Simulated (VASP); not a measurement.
# SbS (Pm-3m) in VASP: a series of runs

SbS is run at these levels: PBE; tasks: single point, relaxation of cell and atoms.

Program: VASP 6.6.1. These are calculated values, not measurements. Logs are shortened: lines on timing, memory, paths and dates and some standing lists are left out, and cuts for length are marked.

## Step 1: The cell of the first run

Symmetry: Pm-3m, No. 221, cubic system. The conventional cell has a = 3.504 Å, b = 3.504 Å, c = 3.504 Å, α = 90.00°, β = 90.00°, γ = 90.00°. Sb (site symmetry m-3m) has 8 S at 3.03 Å and 6 Sb at 3.50 Å within 4.0 Å. Within 4.0 Å of S (site symmetry m-3m) lie 8 Sb at 3.03 Å and 6 S at 3.50 Å.

## Step 2: Single point, PBE

INCAR

```
SYSTEM = SbS
PREC     = Accurate       ! precision mode
ENCUT    = 520            ! plane-wave cutoff, eV
EDIFF    = 1E-6           ! SCF threshold, eV
ISMEAR   = 0              ! smearing method
SIGMA    = 0.1            ! smearing width, eV
LREAL    = .FALSE.        ! projectors in reciprocal space
LASPH    = .TRUE.         ! aspherical terms in the spheres
NELM     = 100            ! most SCF steps
ALGO     = Normal         ! electronic algorithm
ISIF     = 2              ! what is computed and relaxed
LWAVE    = .FALSE.        ! write WAVECAR
LCHARG   = .FALSE.        ! write CHGCAR
GGA      = PE             ! functional
NBANDS   = 12             ! bands
```

KPOINTS

```
regular mesh
0
G
  4 4 4
  0 0 0
```

POSCAR

```
SbS
1.0
    3.5040436004      0.0000000000      0.0000000000
    0.0000000000      3.5040436004      0.0000000000
    0.0000000000      0.0000000000      3.5040436004
Sb S
1 1
Direct
    0.5000000000      0.5000000000      0.5000000000
    0.0000000000      0.0000000000      0.0000000000
```

Potentials or basis: VASP PAW PBE potentials, release 64 (Sb, S).

On the command line:

```bash
> cat potpaw_PBE.64/Sb/POTCAR potpaw_PBE.64/S/POTCAR > POTCAR
> mpirun -np 1 vasp_std > vasp.out
```

OUTCAR:

```text
SYSTEM = SbS
   PREC = Accurate
   ENCUT = 520
   EDIFF = 1E-6
   ISMEAR = 0
   LREAL = .FALSE.
   LASPH = .TRUE.
   NELM = 100
   ISIF = 2
   GGA = PE

 ion  position               nearest neighbor table
   1  0.500  0.500  0.500-   2 3.03   2 3.03   2 3.03   2 3.03   2 3.03   2 3.03   2 3.03   2 3.03

   2  0.000  0.000  0.000-   1 3.03   1 3.03   1 3.03   1 3.03   1 3.03   1 3.03   1 3.03   1 3.03

  LATTYP: Found a simple cubic cell.
 ALAT       =     3.5040436004

  Lattice vectors:

 A1 = (   3.5040436004,   0.0000000000,   0.0000000000)
 A2 = (   0.0000000000,   3.5040436004,   0.0000000000)
 A3 = (   0.0000000000,   0.0000000000,   3.5040436004)

Analysis of symmetry for initial positions (statically):
=====================================================================
 Subroutine PRICEL returns:
 Original cell was already a primitive cell.

 Routine SETGRP: Setting up the symmetry group for a
 simple cubic supercell.

 Subroutine GETGRP returns: Found 48 space group operations
 (whereof 48 operations were pure point group operations)
 out of a pool of 48 trial point group operations.

The static configuration has the point symmetry O_h .

Analysis of symmetry for dynamics (positions and initial velocities):
=====================================================================
 Subroutine PRICEL returns:
 Original cell was already a primitive cell.

 Routine SETGRP: Setting up the symmetry group for a
 simple cubic supercell.

 Subroutine GETGRP returns: Found 48 space group operations
 (whereof 48 operations were pure point group operations)
 out of a pool of 48 trial point group operations.

The dynamic configuration has the point symmetry O_h .

 Subroutine INISYM returns: Found 48 space group operations
 (whereof 48 operations are pure point group operations),
 and found     1 'primitive' translations

----------------------------------------------------------------------------------------

                                     Primitive cell

  volume of cell :      43.0238

  direct lattice vectors                    reciprocal lattice vectors
     3.504043600  0.000000000  0.000000000     0.285384577  0.000000000  0.000000000
     0.000000000  3.504043600  0.000000000     0.000000000  0.285384577  0.000000000
     0.000000000  0.000000000  3.504043600     0.000000000  0.000000000  0.285384577

  length of vectors
     3.504043600  3.504043600  3.504043600     0.285384577  0.285384577  0.285384577

  position of ions in fractional coordinates (direct lattice)
     0.500000000  0.500000000  0.500000000
     0.000000000  0.000000000  0.000000000

[... 72 lines left out ...]
   NELECT =      11.0000    total number of electrons
   NUPDOWN=      -1.0000    fix difference up-down
   EMIN   =  10.00;   EMAX   =-10.00  energy-range for DOS
   EFERMI =   0.00;   METHOD = LEGACY
   ISMEAR =     0;   SIGMA  =   0.10  broadening in eV -4-tet -1-fermi 0-gaus
   EFERMI_NEDOS =   21; number of points for ismear=-14 and -15
   IALGO  =     38    algorithm
   IMIX   =      4    mixing-type and parameters
     AMIX     =   0.40;   BMIX     =  1.00
     AMIX_MAG =   1.60;   BMIX_MAG =  1.00
  volume/ion in A,a.u.               =      21.51       145.17
  Fermi-wavevector in a.u.,A,eV,Ry     =   1.039049  1.963519 14.689174  1.079624
  Thomas-Fermi vector in A             =   2.173562
   LORBIT       =      0    0 simple, 1 ext, 2 COOP (PROOUT), +10 PAW based schemes
   GGA     = PE    functional components
   LHFCALC =     F    Hartree Fock is set to
   AEXX    =    0.0000 exact exchange contribution
   IVDW    =     0    specifies the selected vdW correction
   LEPSILON=     F    determine dielectric tensor
   LRPA    =     F    only Hartree local field effects (RPA)
 non-spin polarized calculation
 Gauss-broadening in eV      SIGMA  =   0.10
  energy-cutoff  :      520.00
  volume of cell :       43.02
 maximum number of plane-waves:      1189
 NGX is ok and might be reduce to    28
   NGX = 13   NGY = 13   NGZ = 13

 number of electron      11.0000001 magnetization

 Free energy of the ion-electron system (eV)
  ---------------------------------------------------
  ext. energy  EPLUGINS =         0.00000000
  ---------------------------------------------------
  free energy    TOTEN  =        -7.90430428 eV

  energy without entropy =       -7.88647243  energy(sigma->0) =       -7.89538836

 E-fermi :   8.1028     XC(G=0): -10.5094

 val. band max:        7.8591780867   @ k =   0.5000   0.5000   0.2500
 cond. band min:       8.1073719932   @ k =   0.2500   0.2500   0.0000
 fundamental gap:      0.2481939065
 Fermi energy:         8.1027514454

 k-point     1 :       0.0000    0.0000    0.0000
  band No.  band energies     occupation
      1      -6.7425      2.00000
      2       0.5068      2.00000
      3       5.1228      2.00000
      4       5.1228      2.00000
      5       5.1228      2.00000
      6      11.7017      0.00000
      7      11.7017      0.00000
      8      12.7039      0.00000
      9      12.7039      0.00000
     10      12.7039      0.00000
     11      19.3257      0.00000
     12      19.3257      0.00000
[... 121 lines left out ...]
 k-point    10 :       0.5000    0.5000    0.5000
  band No.  band energies     occupation
      1      -3.7917      2.00000
      2       0.9762      2.00000
      3       4.1579      2.00000
      4       4.1579      2.00000
      5       4.1579      2.00000
      6       5.3784      2.00000
      7       5.3784      2.00000
      8       5.3784      2.00000
      9      20.5580      0.00000
     10      20.5580      0.00000
     11      20.5580      0.00000
     12      24.3938      0.00000

------------------------ aborting loop because EDIFF is reached ----------------------------------------

  FORCE on cell =-STRESS in cart. coord.  units (eV):
  Direction    XX          YY          ZZ          XY          YZ          ZX
  --------------------------------------------------------------------------------------
  -------------------------------------------------------------------------------------
  Total       -0.0761858     -0.0761858     -0.0761858      0.0000000     -0.0000000     -0.0000000
  in kB       -2.8371097     -2.8371097     -2.8371097      0.0000000     -0.0000000     -0.0000000
  external PRESSURE =      -2.8371097 kB  Pullay stress =       0.0000000 kB

 VOLUME and BASIS-vectors are now :
 -----------------------------------------------------------------------------
  energy-cutoff  :      520.00
  volume of cell :       43.02
      direct lattice vectors                 reciprocal lattice vectors
     3.504043600  0.000000000  0.000000000     0.285384577  0.000000000  0.000000000
     0.000000000  3.504043600  0.000000000     0.000000000  0.285384577  0.000000000
     0.000000000  0.000000000  3.504043600     0.000000000  0.000000000  0.285384577

 POSITION                                       TOTAL-FORCE (eV/Angst)
 -----------------------------------------------------------------------------------
      1.75202      1.75202      1.75202         0.000000      0.000000      0.000000
      0.00000      0.00000      0.00000         0.000000      0.000000      0.000000
 -----------------------------------------------------------------------------------
    total drift:                               -0.000000      0.000000     -0.000000

  FREE ENERGIE OF THE ION-ELECTRON SYSTEM (eV)
  ---------------------------------------------------
  free  energy   TOTEN  =        -7.9043042807 eV

  energy  without entropy=       -7.8864724334  energy(sigma->0) =       -7.89538836
```

OSZICAR:

```text
N       E                     dE             d eps       ncg     rms          rms(c)
DAV:   1     0.342505245271E+02    0.34251E+02   -0.43391E+03   240   0.723E+02
DAV:   2    -0.595968446137E+01   -0.40210E+02   -0.38856E+02   360   0.119E+02
DAV:   3    -0.821190430444E+01   -0.22522E+01   -0.22255E+01   284   0.293E+01
DAV:   4    -0.822936817599E+01   -0.17464E-01   -0.17459E-01   264   0.325E+00
DAV:   5    -0.822956834339E+01   -0.20017E-03   -0.20016E-03   292   0.357E-01    0.571E+00
DAV:   6    -0.790394414595E+01    0.32562E+00   -0.18011E+00   260   0.447E+00    0.435E+00
DAV:   7    -0.790571162399E+01   -0.17675E-02   -0.59625E-02   276   0.143E+00    0.229E+00
DAV:   8    -0.790436492054E+01    0.13467E-02   -0.72231E-03   256   0.517E-01    0.154E-01
DAV:   9    -0.790427435794E+01    0.90563E-04   -0.93608E-04   296   0.133E-01    0.664E-02
DAV:  10    -0.790430607213E+01   -0.31714E-04   -0.93289E-05   264   0.624E-02    0.151E-02
DAV:  11    -0.790430485836E+01    0.12138E-05   -0.24370E-06   228   0.856E-03    0.886E-03
DAV:  12    -0.790430428070E+01    0.57766E-06   -0.48749E-07   156   0.486E-03
   1 F= -.79043043E+01 E0= -.78953884E+01  d E =-.178318E-01
```

stdout:

```text
POSCAR found type information on POSCAR SbS
 POSCAR found :  2 types and       2 ions
 scaLAPACK will be used
 LDA part: xc-table for (Slater+PW92), standard interpolation
 POSCAR, INCAR and KPOINTS ok, starting setup
 FFT: planning ... GRIDC
 FFT: planning ... GRID_SOFT
 FFT: planning ... GRID
 WAVECAR not read
 entering main loop
```

Wall time 4.5 s (1 thread of AMD EPYC 7R43 (Zen 3), shared host); peak memory 0.11 GiB.

What came out:

```yaml
Free_energy: -7.9043 eV
Pressure: -0.3 GPa
```

Levels at points of the mesh, in eV from the Fermi level:
```csv
k point,band 2,band 3,band 4,band 5,band 6,band 7,band 8,band 9
"(0.00, 0.00, 0.00)",-7.60,-2.98,-2.98,-2.98,3.60,3.60,4.60,4.60
"(0.50, 0.00, 0.00)",-10.70,-1.56,-1.56,-1.44,-0.90,1.64,1.64,5.93
"(0.50, 0.50, 0.00)",-8.68,-6.31,-6.31,-1.13,2.76,2.76,3.27,5.97
"(0.50, 0.50, 0.50)",-7.13,-3.94,-3.94,-3.94,-2.72,-2.72,-2.72,12.46
```

Caveat: the k points lie up to 0.45 Å⁻¹ apart; spin-orbit coupling is left out, which moves the levels of the heavy elements.

## Step 3: Single point, PBE

This run uses another cell than the first one, of 30.99 Å³/atom, 1.441 times its volume.

INCAR

```
ALGO     = Normal         # electronic algorithm
EDIFF    = 1E-6           # SCF threshold, eV
ENCUT    = 520            # plane-wave cutoff, eV
GGA      = PE             # functional
ISIF     = 2              # what is computed and relaxed
ISMEAR   = 0              # smearing method
LASPH    = True           # aspherical terms in the spheres
LCHARG   = True           # write CHGCAR
LELF     = True           # ELF
LREAL    = False          # projectors in reciprocal space
LVHAR    = True         
LWAVE    = False          # write WAVECAR
NBANDS   = 12             # bands
NELM     = 80             # most SCF steps
PREC     = Accurate       # precision mode
SIGMA    = 0.1            # smearing width, eV
```

KPOINTS

```
k-points
0
Gamma
  4 4 4
```

POSCAR

```
SbS
1.0
    3.9573932100      0.0000000000      0.0000000000
    0.0000000000      3.9573932100      0.0000000000
    0.0000000000      0.0000000000      3.9573932100
Sb S
1 1
Direct
    0.5000000000      0.5000000000      0.5000000000
    0.0000000000      0.0000000000      0.0000000000
```

Potentials or basis: VASP PAW PBE potentials, release 64 (Sb, S).

On the command line:

```bash
> cat potpaw_PBE.64/Sb/POTCAR potpaw_PBE.64/S/POTCAR > POTCAR
> mpirun -np 1 vasp_std > vasp.out
```

Run time: 6.5 s. Hardware: 1 thread of AMD EPYC 7R43 (Zen 3), shared host; peak memory 0.13 GiB.

The run converged. Its results:

```yaml
Free_energy: -6.8761 eV
Pressure: -12.3 GPa
```

Levels at points of the mesh, in eV from the Fermi level:
| k point | band 1 | band 2 | band 3 | band 4 | band 5 | band 6 | band 7 | band 8 | band 9 | band 10 |
| --- | --- | --- | --- | --- | --- | --- | --- | --- | --- | --- |
| (0.00, 0.00, 0.00) | -12.38 | -8.28 | -1.84 | -1.84 | -1.84 | 2.66 | 2.66 | 2.66 | 4.71 | 4.71 |
| (0.50, 0.00, 0.00) | -11.69 | -9.16 | -1.33 | -1.26 | -0.94 | -0.94 | 1.22 | 1.22 | 6.77 | 7.04 |
| (0.50, 0.50, 0.00) | -11.40 | -8.36 | -3.95 | -3.95 | -0.70 | 1.74 | 1.74 | 1.92 | 5.86 | 6.96 |
| (0.50, 0.50, 0.50) | -11.20 | -7.74 | -2.29 | -2.29 | -2.29 | -1.45 | -1.45 | -1.45 | 9.95 | 9.95 |

Caveat: the k points lie up to 0.40 Å⁻¹ apart; spin-orbit coupling is left out, which moves the levels of the heavy elements.

## Step 4: Relaxation of cell and atoms, PBE

This run uses another cell than the first one, of 30.99 Å³/atom, 1.441 times its volume.

INCAR

```
PREC = Accurate ; ENCUT = 600
EDIFF = 1E-7 ; ISMEAR = 0
SIGMA = 0.1 ; LREAL = False
LASPH = True ; NELM = 100
ALGO = Normal ; ISIF = 3
LWAVE = False ; LCHARG = False
GGA = PE ; IBRION = 2
NSW = 90 ; EDIFFG = -0.04
```

KPOINTS

```
regular mesh
0
Gamma
  4 4 4
```

POSCAR is that of step 3.

On the command line:

```bash
> cat potpaw_PBE.64/Sb/POTCAR potpaw_PBE.64/S/POTCAR > POTCAR
> mpirun -np 1 vasp_std > vasp.out
```

It took 10 s on 1 thread of AMD EPYC 7R43 (Zen 3), shared host; peak memory 0.15 GiB.

The run converged. Its results:

- Free energy: -7.9048 eV
- Relaxed volume: 21.52 Å³/atom
- Relaxed cell: a = 3.504 Å, b = 3.504 Å, c = 3.504 Å, α = 90.00°, β = 90.00°, γ = 90.00°
- Space group after relaxing (to 0.05 Å): Pm-3m (No. 221)
- Energy gained by relaxing: 514.4 meV/atom
- Ionic steps: 2
- Pressure after relaxing: -0.3 GPa

The path:
```tsv
step	energy change (eV)	largest force (eV/Å)	pressure (GPa)	volume (Å³)
1	0.0000	0.0000	-12.27	61.98
2	-1.0288	0.0000	-0.29	43.04
```

Final structure:
```
CELL_PARAMETERS angstrom
3.50440 0.00000 0.00000
0.00000 3.50440 0.00000
0.00000 0.00000 3.50440
ATOMIC_POSITIONS crystal
Sb 0.50000 0.50000 0.50000
S 0.00000 0.00000 0.00000
```

Levels at points of the mesh, in eV from the Fermi level:
```tsv
k point	band 3	band 4	band 5	band 6	band 7	band 8
(0.00, 0.00, 0.00)	-2.98	-2.98	-2.98	3.60	4.60	4.60
(0.50, 0.00, 0.00)	-1.55	-1.55	-1.44	-0.90	1.64	1.64
(0.50, 0.50, 0.00)	-6.30	-6.30	-1.13	2.76	2.76	3.27
(0.50, 0.50, 0.50)	-3.94	-3.94	-3.94	-2.72	-2.72	-2.72
```

Caveat: the k points lie up to 0.45 Å⁻¹ apart in the final cell; the volume moved by over 15 % at a fixed basis, so the end points are rough; spin-orbit coupling is left out, which moves the levels of the heavy elements.

## Step 5: Summary

| task | cell | cutoff (eV) | gap on the mesh (eV) | pressure (GPa) |
| --- | --- | --- | --- | --- |
| single point | a = 3.504 Å, 2 atoms | 520 | none | -0.3 |
| single point | a = 3.957 Å, 2 atoms | 520 | none | -12.3 |
| relaxation of cell and atoms | relaxed from a = 3.957 Å, 2 atoms | 600 | none | -0.3 |

Alike in all rows: level PBE; potentials or basis VASP PAW PBE potentials, release 64 (Sb, S); no spin polarisation; k mesh 4 × 4 × 4; smearing gaussian 0.1 eV.

Caveats: all runs use coarse meshes; spin-orbit coupling is left out, which moves the levels of the heavy elements; the volume moved by over 15 % at a fixed basis, so the end points are rough (some runs).

Total energies depend on the potentials used, so only differences within one code and one set of settings carry meaning.
